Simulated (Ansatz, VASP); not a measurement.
## Al in VASP and in Ansatz

INCAR

```
SYSTEM = Al
PREC     = Accurate       ! precision mode
ENCUT    = 520            ! plane-wave cutoff, eV
EDIFF    = 1E-6           ! SCF threshold, eV
ISMEAR   = 0              ! smearing method
SIGMA    = 0.15           ! smearing width, eV
LREAL    = .FALSE.        ! projectors in reciprocal space
LASPH    = .TRUE.         ! aspherical terms in the spheres
NELM     = 100            ! most SCF steps
ALGO     = Normal         ! electronic algorithm
ISIF     = 2              ! what is computed and relaxed
LWAVE    = .FALSE.        ! write WAVECAR
LCHARG   = .TRUE.         ! write CHGCAR
GGA      = PE             ! functional
IVDW     = 12             ! dispersion correction
LELF     = .TRUE.         ! ELF
LVHAR    = .TRUE.       
NBANDS   = 14             ! bands
```

KPOINTS

```
Automatic mesh
0
G
  18 18 4
  0 0 0
```

The input POSCAR:

```
Al
1.0
    2.8144222649      0.0000000000      0.0000000000
   -1.4072111325      2.4373611784      0.0000000000
    0.0000000000      0.0000000000     10.8379000000
Al
4
Direct
    0.0000000000      0.0000000000      0.0000000000
    0.3333333333      0.6666666667      0.2500000000
    0.0000000000      0.0000000000      0.5000000000
    0.6666666667      0.3333333333      0.7500000000
```

Input for Ansatz:

```yaml
crystal:
  lattice:
    - [2.8144222649, 0.0, 0.0]
    - [-1.4072111325, 2.4373611784, 0.0]
    - [0.0, 0.0, 10.8379]
  atoms:
    - { symbol: Al, position: [0.0, 0.0, 0.0] }
    - { symbol: Al, position: [0.3333333333, 0.6666666667, 0.25] }
    - { symbol: Al, position: [0.0, 0.0, 0.5] }
    - { symbol: Al, position: [0.6666666667, 0.3333333333, 0.75] }
basis:
  ecutwfc: 420
kpoints:
  mp_grid: { grid: [18, 18, 4] }
hamiltonian:
  xc: pbe
  pseudopotentials: { kind: paw, azcp: { folder: soft_1 } }
  dispersion: d3bj
scf:
  occupations: { method: gaussian, width: 0.15 }
output:
  forces: true
  stress: true
  eigenvalues: true
```

Alike in both runs: task single point; functional PBE; dispersion D3(BJ); k mesh 18 × 18 × 4; occupations gaussian, width 0.15 eV; no spin polarisation.

```csv
,VASP,Ansatz
version,VASP 6.6.1,Ansatz 0.2.0
potentials or method,"VASP PAW PBE potentials, release 64 (Al), cutoff 520 eV","scalar-relativistic, plane waves, PAW"
valence electrons in the cell,12,12
```

|  | VASP | Ansatz | Ansatz less VASP |
| --- | --- | --- | --- |
| gap on the k mesh at the Fermi level (eV) | none | none | - |
| pressure (GPa) | -7.5 | -7.5 | 0.00 |
| traceless stress, the component that is largest in VASP (GPa) | -4.14 | -4.15 | -0.012 |

A gap of «none» marks a metal or a gap that the smearing closes.
